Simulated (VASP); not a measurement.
# MgTe: single point with PBE

Crystal: MgTe.

```
CELL_PARAMETERS angstrom
0.00000 3.23200 3.23200
3.23200 0.00000 3.23200
3.23200 3.23200 0.00000
ATOMIC_POSITIONS crystal
Mg 0.00000 0.00000 0.00000
Te 0.75000 0.75000 0.75000
```

- Program: VASP 6.6.1
- Task: single point
- Functional: PBE
- Potentials or basis: VASP PAW PBE potentials, release 64 (Mg, Te)
- Cutoff: 600 eV
- k mesh: 3 × 3 × 3
- Occupations: gaussian, width 0.01 eV
- Spin: no spin polarisation

```
Pressure               : 1.3 GPa
Band gap on the k mesh : 2.39 eV, direct
```

Levels at points of the mesh, in eV from the valence-band top:
```tsv
k point	band 1	band 2	band 3	band 4	band 5	band 6	band 7	band 8
(0.00, 0.00, 0.00)	-10.17	0.00	0.00	0.00	2.39	5.41	5.41	5.41
```

It took 6.9 s on 1 thread of Intel(R) Xeon(R) 6975P-C (Granite Rapids) (shared host), peak memory 0.22 GiB.

Caveat: the k points lie up to 0.56 Å⁻¹ apart; spin-orbit coupling is left out, which moves the levels of the heavy elements. As with any semilocal functional, this PBE gap is likely too small.
